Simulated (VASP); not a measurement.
# Na (P6_3/mmc) in VASP: further runs

The runs below take Na through single point, with r2SCAN.

Everything below comes from runs of VASP 6.6.1. Logs are shortened: lines on timing, memory, paths and dates and some standing lists are left out, and cuts for length are marked.

### 1 The cell of the first run

It takes space group P6_3/mmc (No. 194, hexagonal). The conventional cell has a = 3.767 Å, b = 3.767 Å, c = 6.154 Å, α = 90.00°, β = 90.00°, γ = 120.00°. Na (site symmetry -6m2) has 12 Na at 3.77 Å within 4.9 Å.

This isn't the form of Na at room conditions, which is bcc.

### 2 Single point, r2SCAN

The input, POSCAR:

```
Na
1.0
    3.7670000000      0.0000000000      0.0000000000
   -1.8835000000      3.2623176961      0.0000000000
    0.0000000000      0.0000000000      6.1540000000
Na
2
Direct
    0.3333333333      0.6666666667      0.2500000000
    0.6666666667      0.3333333333      0.7500000000
```

The input, INCAR.step1:

```
SYSTEM = Na
PREC     = Accurate       ! precision mode
ENCUT    = 520            ! plane-wave cutoff, eV
ISMEAR   = -1             ! smearing method
SIGMA    = 0.08           ! smearing width, eV
LREAL    = .False.        ! projectors in reciprocal space
LASPH    = .True.         ! aspherical terms in the spheres
NELM     = 80             ! most SCF steps
NBANDS   = 14             ! bands
GGA      = PE             ! functional
ALGO     = Normal         ! electronic algorithm
EDIFF    = 1E-4           ! SCF threshold, eV
LWAVE    = .True.         ! write WAVECAR
LCHARG   = .False.        ! write CHGCAR
```

The input, INCAR.step2:

```
SYSTEM = Na
PREC     = Accurate       ! precision mode
ENCUT    = 520            ! plane-wave cutoff, eV
EDIFF    = 1E-6           ! SCF threshold, eV
ISMEAR   = -1             ! smearing method
SIGMA    = 0.08           ! smearing width, eV
LREAL    = .False.        ! projectors in reciprocal space
LASPH    = .True.         ! aspherical terms in the spheres
NELM     = 80             ! most SCF steps
ALGO     = Normal         ! electronic algorithm
ISIF     = 2              ! what is computed and relaxed
LWAVE    = .False.        ! write WAVECAR
LCHARG   = .False.        ! write CHGCAR
METAGGA  = R2SCAN         ! meta-GGA
LMIXTAU  = .True.       
NBANDS   = 14             ! bands
ISTART   = 1
```

The input, KPOINTS:

```
regular mesh
0
Gamma
  14 14 8
  0 0 0
```

Potentials or basis: VASP PAW PBE potentials, release 64 (Na_pv).

Started as:

```
$ cat potpaw_PBE.64/Na_pv/POTCAR > POTCAR
$ cp INCAR.step1 INCAR
$ mpirun -np 1 vasp_std > vasp.out
$ cp INCAR.step2 INCAR
$ mpirun -np 1 vasp_std > vasp.out
```

OUTCAR:

```text
SYSTEM = Na
   PREC = Accurate
   ENCUT = 520
   EDIFF = 1E-6
   ISMEAR = -1
   LREAL = .False.
   LASPH = .True.
   NELM = 80
   ISIF = 2
   METAGGA = R2SCAN
   ISTART = 1

 ion  position               nearest neighbor table
   1  0.333  0.667  0.250-
   2  0.667  0.333  0.750-

  LATTYP: Found a hexagonal cell.
 ALAT       =     3.7670000000
 C/A-ratio  =     1.6336607380

  Lattice vectors:

 A1 = (   3.7670000000,   0.0000000000,   0.0000000000)
 A2 = (  -1.8835000000,   3.2623176961,   0.0000000000)
 A3 = (   0.0000000000,   0.0000000000,   6.1540000000)

Analysis of symmetry for initial positions (statically):
=====================================================================
 Subroutine PRICEL returns:
 Original cell was already a primitive cell.

 Routine SETGRP: Setting up the symmetry group for a
 hexagonal supercell.

 Subroutine GETGRP returns: Found 24 space group operations
 (whereof 12 operations were pure point group operations)
 out of a pool of 24 trial point group operations.

The static configuration has the point symmetry D_3d.
 The point group associated with its full space group is D_6h.

Analysis of symmetry for dynamics (positions and initial velocities):
=====================================================================
 Subroutine PRICEL returns:
 Original cell was already a primitive cell.

 Routine SETGRP: Setting up the symmetry group for a
 hexagonal supercell.

 Subroutine GETGRP returns: Found 24 space group operations
 (whereof 12 operations were pure point group operations)
 out of a pool of 24 trial point group operations.

The dynamic configuration has the point symmetry D_3d.
 The point group associated with its full space group is D_6h.

 Subroutine INISYM returns: Found 24 space group operations
 (whereof 12 operations are pure point group operations),
 and found     1 'primitive' translations

----------------------------------------------------------------------------------------

                                     Primitive cell

  volume of cell :      75.6274

  direct lattice vectors                    reciprocal lattice vectors
     3.767000000  0.000000000  0.000000000     0.265463233  0.153265269  0.000000000
    -1.883500000  3.262317696  0.000000000     0.000000000  0.306530538  0.000000000
     0.000000000  0.000000000  6.154000000     0.000000000  0.000000000  0.162495938

  length of vectors
     3.767000000  3.767000000  6.154000000     0.306530538  0.306530538  0.162495938

  position of ions in fractional coordinates (direct lattice)
     0.333333333  0.666666667  0.250000000
     0.666666667  0.333333333  0.750000000

  ion indices of the primitive-cell ions
   primitive index   ion index
                 1           1
                 2           2

----------------------------------------------------------------------------------------

 KPOINTS: regular mesh

Automatic generation of k-mesh.
 Grid dimensions read from file:
 generate k-points for:   14   14    8

 Generating k-lattice:

  Cartesian coordinates                     Fractional coordinates (reciprocal lattice)
     0.018961660  0.010947519  0.000000000     0.071428571  0.000000000  0.000000000
     0.000000000  0.021895038  0.000000000     0.000000000  0.071428571  0.000000000
     0.000000000  0.000000000  0.020311992     0.000000000  0.000000000  0.125000000

  Length of vectors
     0.021895038  0.021895038  0.020311992

  Shift w.r.t. Gamma in fractional coordinates (k-lattice)
     0.000000000  0.000000000  0.000000000

 Subroutine IBZKPT returns following result:
 ===========================================

 Found    120 irreducible k-points:

 Following reciprocal coordinates:
            Coordinates               Weight
  0.000000  0.000000  0.000000      1.000000
  0.071429 -0.000000  0.000000      6.000000
  0.142857 -0.000000  0.000000      6.000000
  0.214286 -0.000000  0.000000      6.000000
  0.285714 -0.000000  0.000000      6.000000
  0.357143 -0.000000  0.000000      6.000000
[... 16 lines left out ...]
  0.285714  0.285714  0.000000      6.000000
  0.357143  0.285714  0.000000      6.000000
 [... further k-points ...]
   k-points           NKPTS =    120   k-points in BZ     NKDIM =    120   number of bands    NBANDS=     14
   number of dos      NEDOS =    301   number of ions     NIONS =      2
   total plane-waves  NPLWV =  37632
   dimension x,y,z NGX =    28 NGY =   28 NGZ =   48
   dimension x,y,z NGXF=    56 NGYF=   56 NGZF=   96
   ions per type =               2
   NGX,Y,Z   is equivalent  to a cutoff of  12.36, 12.36, 12.97 a.u.
   NGXF,Y,Z  is equivalent  to a cutoff of  24.71, 24.71, 25.93 a.u.
 SYSTEM =  Na
   PREC   = accura    normal or accurate (medium, high low for compatibility)
   ISTART =      1    job   : 0-new  1-cont  2-samecut
   ICHARG =      0    charge: 1-file 2-atom 10-const
   ISPIN  =      1    spin polarized calculation?
   LNONCOLLINEAR =      F non collinear calculations
   LSORBIT =      F    spin-orbit coupling
   LASPH  =      T    aspherical Exc in radial PAW
   ENCUT  =  520.0 eV  38.22 Ry    6.18 a.u.   7.00  7.00 11.44*2*pi/ulx,y,z
   NELM   =     80;   NELMIN=  2; NELMDL=  0     # of ELM steps
   EDIFF  = 0.1E-05   stopping-criterion for ELM
   LREAL  =      F    real-space projection
   EDIFFG = 0.1E-04   stopping-criterion for IOM
   NSW    =      0    number of steps for IOM
   IBRION =     -1    ionic relax: 0-MD 1-quasi-New 2-CG
   NFREE  =      0    steps in history (QN), initial steepest desc. (CG)
   ISIF   =      2    stress and relaxation
   ISYM   =      2    0-nonsym 1-usesym 2-fastsym
   POTIM  = 0.5000    time-step for ionic-motion
   TEBEG  =    0.0;   TEEND  =   0.0 temperature during run
   PSTRESS=    0.0 pullay stress
   NELECT =      14.0000    total number of electrons
   NUPDOWN=      -1.0000    fix difference up-down
   EMIN   =  10.00;   EMAX   =-10.00  energy-range for DOS
   EFERMI =   0.00;   METHOD = LEGACY
   ISMEAR =    -1;   SIGMA  =   0.08  broadening in eV -4-tet -1-fermi 0-gaus
   EFERMI_NEDOS =   21; number of points for ismear=-14 and -15
   IALGO  =     38    algorithm
   IMIX   =      4    mixing-type and parameters
     AMIX     =   0.40;   BMIX     =  1.00
     AMIX_MAG =   1.60;   BMIX_MAG =  1.00
  volume/ion in A,a.u.               =      37.81       255.18
  Fermi-wavevector in a.u.,A,eV,Ry     =   0.933020  1.763153 11.844235  0.870527
  Thomas-Fermi vector in A             =   2.059678
   LORBIT       =      0    0 simple, 1 ext, 2 COOP (PROOUT), +10 PAW based schemes
   METAGGA = R2SCAN    functional components
   LHFCALC =     F    Hartree Fock is set to
   AEXX    =    0.0000 exact exchange contribution
   IVDW    =     0    specifies the selected vdW correction
   LEPSILON=     F    determine dielectric tensor
   LRPA    =     F    only Hartree local field effects (RPA)
 non-spin polarized calculation
  energy-cutoff  :      520.00
  volume of cell :       75.63
 maximum number of plane-waves:      2052
 NGX is ok and might be reduce to    28
   NGX = 13   NGY = 13   NGZ = 23

 number of electron      14.0000011 magnetization

 Free energy of the ion-electron system (eV)
  ---------------------------------------------------
  ext. energy  EPLUGINS =         0.00000000
  ---------------------------------------------------
  free energy    TOTEN  =        -7.11751452 eV

  energy without entropy =       -7.09889566  energy(sigma->0) =       -7.10820509

 E-fermi :   0.2864     XC(G=0):  -6.8633

 val. band max:        0.2344556969   @ k =   0.2143   0.0714   0.2500
 cond. band min:       0.2908921741   @ k =   0.2857   0.2143   0.3750
 fundamental gap:      0.0564364772
 Fermi energy:         0.2863960337

 k-point     1 :       0.0000    0.0000    0.0000
  band No.  band energies     occupation
      1     -25.7656      2.00000
      2     -25.7373      2.00000
      3     -25.7371      2.00000
      4     -25.7327      2.00000
      5     -25.7325      2.00000
      6     -25.7324      2.00000
      7      -3.1569      2.00000
      8       0.7865      0.00385
      9       1.4397      0.00000
     10      10.8279      0.00000
     11      10.8281      0.00000
     12      11.3188      0.00000
     13      11.3314      0.00000
     14      11.3314      0.00000

 k-point     2 :       0.0714   -0.0000    0.0000
  band No.  band energies     occupation
      1     -25.7651      2.00000
      2     -25.7384      2.00000
      3     -25.7376      2.00000
      4     -25.7339      2.00000
      5     -25.7329      2.00000
      6     -25.7326      2.00000
      7      -3.0773      2.00000
      8       0.8583      0.00157
      9       1.5152      0.00000
     10       9.3978      0.00000
     11      10.2345      0.00000
     12      10.6998      0.00000
     13      11.9932      0.00000
     14      12.0696      0.00000

 k-point     3 :       0.1429   -0.0000    0.0000
  band No.  band energies     occupation
      1     -25.7635      2.00000
      2     -25.7418      2.00000
      3     -25.7387      2.00000
      4     -25.7374      2.00000
      5     -25.7335      2.00000
      6     -25.7333      2.00000
      7      -2.8390      2.00000
      8       1.0741      0.00011
      9       1.7386      0.00000
     10       7.6949      0.00000
     11       9.5541      0.00000
     12       9.7715      0.00000
     13      11.2242      0.00000
     14      12.1192      0.00000
[... 324 lines left out ...]
 k-point    23 :       0.2857    0.2857    0.0000
  band No.  band energies     occupation
      1     -25.7578      2.00000
      2     -25.7543      2.00000
      3     -25.7501      2.00000
      4     -25.7482      2.00000
      5     -25.7454      2.00000
      6     -25.7422      2.00000
      7       0.5302      0.09065
      8       2.4937      0.00000
      9       2.6119      0.00000
     10       4.2614      0.00000
     11       5.3120      0.00000
     12       6.2797      0.00000
     13       6.3301      0.00000
     14       7.4531      0.00000

 k-point    24 :       0.3571    0.2857    0.0000
  band No.  band energies     occupation
      1     -25.7578      2.00000
      2     -25.7528      2.00000
      3     -25.7522      2.00000
      4     -25.7467      2.00000
      5     -25.7464      2.00000
      6     -25.7438      2.00000
      7       1.3547      0.00000
      8       1.6186      0.00000
      9       2.5073      0.00000
     10       5.1946      0.00000
     11       5.2242      0.00000
     12       5.6434      0.00000
     13       6.2317      0.00000
     14       7.1693      0.00000

 [... further k-points ...]

------------------------ aborting loop because EDIFF is reached ----------------------------------------

  FORCE on cell =-STRESS in cart. coord.  units (eV):
  Direction    XX          YY          ZZ          XY          YZ          ZX
  --------------------------------------------------------------------------------------
  -------------------------------------------------------------------------------------
  Total        0.0150593      0.0150593      0.0145144      0.0000000      0.0000000      0.0000000
  in kB        0.3190338      0.3190338      0.3074892      0.0000000      0.0000000      0.0000000
  external PRESSURE =       0.3151856 kB  Pullay stress =       0.0000000 kB

 VOLUME and BASIS-vectors are now :
 -----------------------------------------------------------------------------
  energy-cutoff  :      520.00
  volume of cell :       75.63
      direct lattice vectors                 reciprocal lattice vectors
     3.767000000  0.000000000  0.000000000     0.265463233  0.153265269  0.000000000
    -1.883500000  3.262317696  0.000000000     0.000000000  0.306530538  0.000000000
     0.000000000  0.000000000  6.154000000     0.000000000  0.000000000  0.162495938

 POSITION                                       TOTAL-FORCE (eV/Angst)
 -----------------------------------------------------------------------------------
     -0.00000      2.17488      1.53850        -0.000000      0.000000      0.000000
      1.88350      1.08744      4.61550         0.000000      0.000000      0.000000
 -----------------------------------------------------------------------------------
    total drift:                                0.000000     -0.000000      0.000000

  FREE ENERGIE OF THE ION-ELECTRON SYSTEM (eV)
  ---------------------------------------------------
  free  energy   TOTEN  =        -7.1175145241 eV

  energy  without entropy=       -7.0988956633  energy(sigma->0) =       -7.10820509
```

Run time: 2.4 min. Hardware: 1 thread of Intel Xeon 6975P-C (Granite Rapids), shared host; peak memory 0.24 GiB.

Results:

```yaml
Free_energy: -7.1175 eV
Pressure: 0.0 GPa
Band_gap_on_the_k_mesh: zero (bands 7 and 8 overlap by 4.26 eV)
```

Levels at points of the mesh, in eV from the Fermi level:
```
           k point  band 4  band 5  band 6  band 7  band 8  band 9  band 10  band 11
(0.00, 0.00, 0.00)  -26.02  -26.02  -26.02   -3.44    0.50    1.15    10.54    10.54
(0.50, 0.00, 0.00)  -26.03  -26.03  -26.02    0.20    0.45    4.00     4.10     4.72
(0.00, 0.00, 0.50)  -26.02  -26.02  -26.02   -2.36   -2.36    5.87     5.87    11.11
(0.50, 0.00, 0.50)  -26.03  -26.03  -26.03    1.05    1.05    1.74     1.74     8.05
```

Caveat: the PAW data sets were made with another functional, which shifts forces and pressure a little.

(Continued in part 2 of 2.)
